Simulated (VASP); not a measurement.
AlCu3, 4 atoms in the cell. It takes space group P-4m2 (No. 115, tetragonal). The conventional cell has a = 3.619 Å, b = 3.619 Å, c = 3.619 Å, α = 90.00°, β = 90.00°, γ = 90.00°. Al (site symmetry -4m2) has 12 Cu at 2.50 to 2.61 Å within 3.3 Å. Cu (site symmetry 2mm) has 4 Al at 2.50 to 2.61 Å and 8 Cu at 2.50 to 2.61 Å within 3.3 Å. Cu (site symmetry -4m2) has 8 Cu at 2.50 to 2.61 Å and 4 Al at 2.56 Å within 3.3 Å.  This cell differs from its parent crystal: atoms displaced along a vibrational mode, the cell strained.

| Property | Result |
| --- | --- |
| Program | VASP 6.6.1 |
| Task | single point |
| Functional | LDA |
| Potentials or basis | VASP PAW LDA potentials, release 64 (Al, Cu) |
| Cutoff | 520 eV |
| k mesh | 12 × 12 × 12 |
| Occupations | gaussian, width 0.15 eV |
| Spin | no spin polarisation |
| Dipole correction | no |
| Further INCAR settings | ALGO = Fast; EDIFF = 1e-06; NBANDS = 26 |

Potentials or basis: VASP PAW LDA potentials, release 64 (Al, Cu).

Launch:

```console
$ cat potpaw_LDA.64/Al/POTCAR potpaw_LDA.64/Cu/POTCAR > POTCAR
$ mpirun -np 1 vasp_std > vasp.out
```

Hardware: 1 thread of Intel(R) Xeon(R) 6975P-C (Granite Rapids), with other jobs on the host.

Q: How long does it take, and how much memory?

A: It took 100 s on 1 thread of Intel(R) Xeon(R) 6975P-C (Granite Rapids), with other jobs on the host, peak memory 0.29 GiB. Counts: scf iterations 15, k points 196.
